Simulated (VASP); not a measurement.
Input of a VASP 6.6.1 run:

INCAR

```
SYSTEM = MgO
PREC     = Accurate       ! precision mode
ENCUT    = 600            ! plane-wave cutoff, eV
EDIFF    = 1E-6           ! SCF threshold, eV
ISMEAR   = 0              ! smearing method
SIGMA    = 0.01           ! smearing width, eV
LREAL    = .False.        ! projectors in reciprocal space
LASPH    = .True.         ! aspherical terms in the spheres
NELM     = 120            ! most SCF steps
ALGO     = Normal         ! electronic algorithm
ISIF     = 2              ! what is computed and relaxed
LWAVE    = .False.        ! write WAVECAR
LCHARG   = .False.        ! write CHGCAR
GGA      = PE             ! functional
NBANDS   = 11             ! bands
GGA_COMPAT= .False.
```

The input KPOINTS:

```
regular mesh
0
Gamma
  12 12 12
  0 0 0
```

File POSCAR:

```
MgO
1.0
    2.0929765362      0.0000000000      0.0000000000
    0.0000000000      2.0929765362      0.0000000000
    0.0000000000      0.0000000000      2.0929765362
Mg O
1 1
Direct
    0.0000000000      0.0000000000      0.0000000000
    0.5000000000      0.5000000000      0.5000000000
```

Potentials or basis: VASP PAW PBE potentials, release 64 (Mg, O).

Run with:

```bash
$ cat potpaw_PBE.64/Mg/POTCAR potpaw_PBE.64/O/POTCAR > POTCAR
$ mpirun -np 1 vasp_std > vasp.out
```

(1) What does it give for the band gap on the k mesh?

(2) What does it give for the pressure?

Answers

(1) 7.54 eV, direct.

(2) 438.8 GPa.
